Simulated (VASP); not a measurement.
Here is a VASP 6.6.1 calculation.

File INCAR:

```
PREC = Accurate
ENCUT = 520
EDIFF = 1E-7
ISMEAR = 0
SIGMA = 0.1
LREAL = Auto
LASPH = T
NELM = 60
ALGO = Fast
ISIF = 2
LWAVE = F
LCHARG = F
GGA = PE
NBANDS = 118
ISYM = 0
```

File KPOINTS:

```
Automatic mesh
0
Gamma
  2 2 2
  0.5 0.5 0.5
```

File POSCAR:

```
Ta9Al
1.0
   -5.0108518345      4.9482153444     -1.5739067765
   -4.9934347483     -1.5415483529      4.9930393564
    1.5740691109      4.9482611501      5.0105022483
Al Ta
2 18
Direct
    0.1984833108      0.2025912953      0.1987689680
    0.3009423288      0.8000936442      0.3019363185
    0.0001237802     -0.0000157711      0.0007949495
    0.4991308015      0.5012531361      0.0010935127
    0.6011689731      0.1025871037      0.0994644324
    0.1009780301      0.6048184438      0.1019389467
    0.6992221655      0.7025120949      0.1979542434
    0.8000998890      0.2998514258      0.3029693743
    0.3983197596      0.3977054479      0.3990617903
    0.4993013359      1.0025942511      0.4998346904
    0.0002177867      0.5013672333      0.4999471317
    0.0989428315      0.1026202509      0.6018410128
    0.8982815773      0.8999560260      0.4011664119
    0.5973909220      0.6039596455      0.5981622522
    0.6990962631      0.2008717819      0.6998356813
    0.1972447595      0.7027223031      0.7002803954
    0.3022322488      0.3000447892      0.8005736819
    0.8002904824      0.8017940186      0.8009255861
    0.9020397047      0.3985683456      0.9027901253
    0.4004636747      0.8999938056      0.8989509232
```

Potentials or basis: VASP PAW PBE potentials, release 64 (Al, Ta_pv).

Run with:

```bash
$ cat potpaw_PBE.64/Al/POTCAR potpaw_PBE.64/Ta_pv/POTCAR > POTCAR
$ mpirun -np 1 vasp_std > vasp.out
```

Problem. What does it give for the band gap on the k mesh?

Solution. Zero (bands 102 and 103 overlap by 0.05 eV).

Problem. What does it give for the pressure?

Solution. 0.1 GPa.

Problem. Predict the largest force.

Solution. 0.046 eV/Å.

Forces in eV/Å, atoms in the order of the input:
```
Al   0.006 -0.010  0.007
Al  -0.002  0.010 -0.008
Ta   0.022  0.035 -0.021
Ta   0.001 -0.005 -0.003
Ta  -0.001  0.001 -0.007
Ta  -0.012 -0.001  0.010
Ta  -0.012  0.003 -0.017
Ta   0.003 -0.005  0.018
Ta   0.003 -0.004 -0.010
Ta  -0.018 -0.025  0.025
Ta  -0.002  0.002 -0.002
Ta   0.009 -0.007  0.001
Ta   0.005 -0.001  0.011
Ta   0.011  0.006 -0.013
Ta   0.009 -0.011 -0.015
Ta   0.018 -0.004 -0.003
Ta  -0.012  0.004  0.002
Ta  -0.002  0.018  0.013
Ta  -0.013 -0.011  0.015
Ta  -0.011  0.005 -0.004
```

Caveat: the k points lie up to 0.45 Å⁻¹ apart; spin-orbit coupling is left out, which moves the levels of the heavy elements.
